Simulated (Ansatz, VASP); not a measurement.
One calculation of AlNi, two programs

INCAR

```
ALGO     = Fast           # electronic algorithm
EDIFF    = 1E-6           # SCF threshold, eV
ENCUT    = 520            # plane-wave cutoff, eV
GGA      = PS             # functional
ISIF     = 2              # what is computed and relaxed
ISMEAR   = 0              # smearing method
LASPH    = T              # aspherical terms in the spheres
LCHARG   = F              # write CHGCAR
LREAL    = F              # projectors in reciprocal space
LWAVE    = F              # write WAVECAR
NBANDS   = 14             # bands
NELM     = 60             # most SCF steps
PREC     = Accurate       # precision mode
SIGMA    = 0.15           # smearing width, eV
```

KPOINTS

```
k-points
0
Gamma
  16 16 16
```

The input POSCAR:

```
AlNi
1.0
    2.9962400000      0.0000000000      0.0000000000
    0.0000000000      2.9962400000      0.0000000000
    0.0000000000      0.0000000000      2.9962400000
Al Ni
1 1
Direct
    0.0000000000      0.0000000000      0.0000000000
    0.5000000000      0.5000000000      0.5000000000
```

Input for Ansatz:

```yaml
crystal:
  lattice:
    - [2.99624, 0.0, 0.0]
    - [0.0, 2.99624, 0.0]
    - [0.0, 0.0, 2.99624]
  atoms:
    - { symbol: Al, position: [0.0, 0.0, 0.0] }
    - { symbol: Ni, position: [0.5, 0.5, 0.5] }
basis:
  ecutwfc: 420
kpoints:
  mp_grid: { grid: [16, 16, 16] }
hamiltonian:
  xc: pbesol
scf:
  occupations: { method: gaussian, width: 0.15 }
output:
  forces: true
  stress: true
  eigenvalues: true
  write_density: true
  write_potential: true
  elf: true
  volumetric_format: npy
```

Change from the starting cell: strain +0.040 along x and y, +0.040 along z, atoms carried along.

Alike in both runs: task single point; functional PBEsol; k mesh 16 × 16 × 16; occupations gaussian, width 0.15 eV; no spin polarisation.

|  | VASP | Ansatz |
| --- | --- | --- |
| version | VASP 6.6.1 | Ansatz 0.2.0 |
| potentials or method | VASP PAW PBE potentials, release 64 (Al, Ni), cutoff 520 eV | scalar-relativistic, plane waves, PAW |
| valence electrons in the cell | 13 | 21 |

Ansatz gave:

- gap on the k mesh at the Fermi level (eV): none
- pressure (GPa): -17.6

Which values does VASP return?

gap on the k mesh at the Fermi level (eV): none; pressure (GPa): -17.8.

VASP's potentials were made for PBE, not for PBEsol. A gap of «none» marks a metal or a gap that the smearing closes. VASP's potentials hold 13 valence electrons a cell and Ansatz's 21, so a difference there can come from the potentials and not from the codes.
